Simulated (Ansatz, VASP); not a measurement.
## Two plane-wave programs on CsTaS2

The input INCAR:

```
PREC = Accurate ; ENCUT = 600
EDIFF = 1E-6 ; ISMEAR = 0
SIGMA = 0.1 ; LREAL = F
LASPH = T ; NELM = 80
ALGO = Normal ; ISIF = 3
LWAVE = F ; LCHARG = F
GGA = PE ; IBRION = 2
NSW = 90 ; EDIFFG = -0.04
```

File KPOINTS:

```
regular mesh
0
Gamma
  6 6 2
```

File POSCAR:

```
CsTaS2
1.0
    3.3978678500      0.0000000000      0.0000000000
   -1.6989339300      2.9426398800      0.0000000000
    0.0000000000      0.0000000000      7.9626027000
Cs Ta S
1 1 2
Direct
    0.3333333300      0.6666666700      0.5000000000
    0.6666666700      0.3333333300      0.0000000000
    0.0000000000      0.0000000000      0.1982274900
    0.0000000000      0.0000000000      0.8017725100
```

Input for Ansatz:

```yaml
crystal:
  lattice:
    - [3.39786785, 0.0, 0.0]
    - [-1.69893393, 2.94263988, 0.0]
    - [0.0, 0.0, 7.9626027]
  atoms:
    - { symbol: Cs, position: [0.33333333, 0.66666667, 0.5] }
    - { symbol: Ta, position: [0.66666667, 0.33333333, 0.0] }
    - { symbol: S, position: [0.0, 0.0, 0.19822749] }
    - { symbol: S, position: [0.0, 0.0, 0.80177251] }
basis:
  ecutwfc: 420
kpoints:
  mp_grid: { grid: [6, 6, 2] }
hamiltonian:
  xc: pbe
scf:
  occupations: { method: gaussian, width: 0.1 }
  lower_state_search: "off"
output:
  forces: true
  stress: true
  eigenvalues: true
relax:
  adjacent_minimum: "off"
  f_tol: 0.04
  max_steps: 70
  cell: { stress_tol: 0.4 }
```

Alike in both runs: task relaxation of cell and atoms; functional PBE; k mesh 6 × 6 × 2; occupations gaussian, width 0.1 eV; no spin polarisation.

```csv
,VASP,Ansatz
version,VASP 6.6.1,Ansatz 0.2.0
potentials or method,"VASP PAW PBE potentials, release 64 (Cs_sv, Ta_pv, S), cutoff 600 eV","scalar-relativistic, plane waves, PAW"
valence electrons in the cell,32,34
```

```csv
,VASP,Ansatz,Ansatz less VASP
"gap on the k mesh at the Fermi level, each at its own relaxed structure (eV)",0.11,0.17,+0.051
relaxed volume (Å³/atom),22.62,22.50,-0.124
relaxed cell length with the largest relative difference (Å),8.298,8.274,-0.0241
```

VASP's potentials hold 32 valence electrons a cell and Ansatz's 34, so a difference there can come from the potentials and not from the codes.

Neither program's run includes spin-orbit coupling.
